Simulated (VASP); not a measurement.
Wanted: the native input for a VASP 6.6.1 run.

* Task: single point
* Functional: PBE
* Potentials or basis: VASP PAW PBE potentials, release 64 (Cd, Hg, Te)
* Cutoff: 520 eV
* k mesh: 6 × 6 × 2
* Occupations: gaussian, width 0.1 eV
* Spin: no spin polarisation
* Dipole correction: no
* Further INCAR settings: ALGO = Normal; EDIFF = 1e-07; NBANDS = 36

The structure of Cd2HgTe3 lies in POSCAR:

```
Cd2HgTe3
1.0
    4.6899816000      0.0000000000      0.0000000000
   -2.3449908000      4.0616432000      0.0000000000
    0.0000000000      0.0000000000     11.4734976000
Cd Hg Te
2 1 3
Direct
    0.0000000000      0.0000000000      0.0005620000
    0.6666667000      0.3333333000      0.3333650000
    0.3333333000      0.6666667000      0.6666610000
    0.0000000000      0.0000000000      0.7506830000
    0.3333333000      0.6666667000      0.4156450000
    0.6666667000      0.3333333000      0.0830850000
```

The input as run:

INCAR

```
ALGO = Normal ; EDIFF = 1E-7
ENCUT = 520 ; GGA = PE
ISIF = 2 ; ISMEAR = 0
LASPH = T ; LCHARG = F
LREAL = F ; LWAVE = F
NBANDS = 36 ; NELM = 60
PREC = Accurate ; SIGMA = 0.1
```

KPOINTS

```
k-points
0
Gamma
  6 6 2
```

Potentials or basis: VASP PAW PBE potentials, release 64 (Cd, Hg, Te).

The run is started by

```sh
$ cat potpaw_PBE.64/Cd/POTCAR potpaw_PBE.64/Hg/POTCAR potpaw_PBE.64/Te/POTCAR > POTCAR
$ mpirun -np 1 vasp_std > vasp.out
```

It gave:

```yaml
Pressure: 0.1 GPa
Largest_force: 0.005 eV/Å
Band_gap_on_the_k_mesh: zero (filled and empty bands touch)
```

Caveat: spin-orbit coupling is left out, which moves the levels of the heavy elements.

Run time: 68 s on 1 thread of Intel(R) Xeon(R) 6975P-C (Granite Rapids), on a shared host, peak memory 0.39 GiB.
